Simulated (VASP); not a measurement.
Ag:

```
Ag
1.0
     0.00000    2.06963    2.06963
     2.06963    0.00000    2.06963
     2.06963    2.06963    0.00000
Ag
1
Cartesian
  0.0000 0.0000 0.0000
```

Base run:

* Program: VASP 6.6.1
* Functional: r2SCAN
* Potentials or basis: VASP PAW PBE potentials, release 64 (Ag)
* Cutoff: 520 eV
* k mesh: 11 × 11 × 11
* Occupations: fermi-dirac, width 0.05 eV
* Spin: no spin polarisation

Its results: pressure -2.5 GPa.

The run is repeated on the same cell with these changes: functional from r2SCAN to revPBE. What comes out?

Pressure 3.1 GPa.

Caveats: the PAW data sets were made with another functional, which shifts forces and pressure a little.
